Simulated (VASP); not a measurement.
Input of a VASP 6.6.1 run:

File INCAR:

```
PREC     = Accurate       # precision mode
ENCUT    = 520            # plane-wave cutoff, eV
EDIFF    = 1E-7           # SCF threshold, eV
ISMEAR   = 1              # smearing method
SIGMA    = 0.1            # smearing width, eV
LREAL    = Auto         
LASPH    = T              # aspherical terms in the spheres
NELM     = 100            # most SCF steps
ALGO     = Normal         # electronic algorithm
ISIF     = 2              # what is computed and relaxed
LWAVE    = F              # write WAVECAR
LCHARG   = F              # write CHGCAR
GGA      = PE             # functional
NBANDS   = 230            # bands
```

File KPOINTS:

```
regular mesh
0
Gamma
  1 1 1
```

The input POSCAR:

```
Nb32H
1.0
    0.0000000000      6.6171497900      6.6171497900
    6.6171497900      0.0000000000      6.6171497900
    6.6171497900      6.6171497900      0.0000000000
Nb H
32 1
Direct
    0.0005412451     -0.0015746205     -0.0006817890
    0.1235562177      0.1276023706      0.1260606192
    0.2525454392      0.2473849092      0.2491021138
    0.3806299661      0.3718689433      0.3676731791
    0.0008286800      0.0019042186      0.4971990365
    0.1255129514      0.1272463261      0.6253119744
    0.2518912300      0.2417713141      0.7552197182
    0.3746821636      0.3746215635      0.8781796067
    0.0002030330      0.4991979334      0.0011464906
    0.1247415468      0.6243802288      0.1298274223
    0.2529725869      0.7520084414      0.2428514619
    0.3747727615      0.8769655644      0.3762619223
   -0.0003670765      0.4966528043      0.4999629909
    0.1148658447      0.6376563375      0.6334309534
    0.2520837601      0.7490320088      0.7499550649
    0.3746548104      0.8755683616      0.8759151876
    0.5024817490     -0.0015694068     -0.0006681124
    0.6267232315      0.1233423038      0.1239771693
    0.7517472262      0.2473898962      0.2491019627
    0.8736428347      0.3761150312      0.3773723702
    0.5029125992     -0.0015254302      0.4965051577
    0.6227274780      0.1272328762      0.6253026048
    0.7512110437      0.2471928326      0.7511555817
    0.8733023558      0.3746240570      0.8781907142
    0.5019166266      0.4984671051     -0.0014992104
    0.6218642664      0.6243804555      0.1297894150
    0.7514919804      0.7499910320      0.2478134925
    0.8727764496      0.8769775030      0.3762545173
    0.5045151018      0.4966638363      0.4999696403
    0.6241608746      0.6249406665      0.6275050636
    0.7497000457      0.7490385827      0.7499527225
    0.8719193585      0.8786044119      0.8782992957
    0.2479293279      0.4503519785      0.5545695075
```

Potentials or basis: VASP PAW PBE potentials, release 64 (Nb_sv, H).

Run with:

```bash
$ cat potpaw_PBE.64/Nb_sv/POTCAR potpaw_PBE.64/H/POTCAR > POTCAR
$ mpirun -np 1 vasp_gam > vasp.out
```

(1) Predict the largest force.

(2) Estimate the pressure.

(3) Estimate the band gap on the k mesh.

## Answers

(1) 0.028 eV/Å.

(2) -5.0 GPa.

(3) zero (an odd number of electrons rules out a gap without spin polarisation).

Caveat: the k points lie up to 0.82 Å⁻¹ apart, too coarse for converged energies and pressures of a metal.
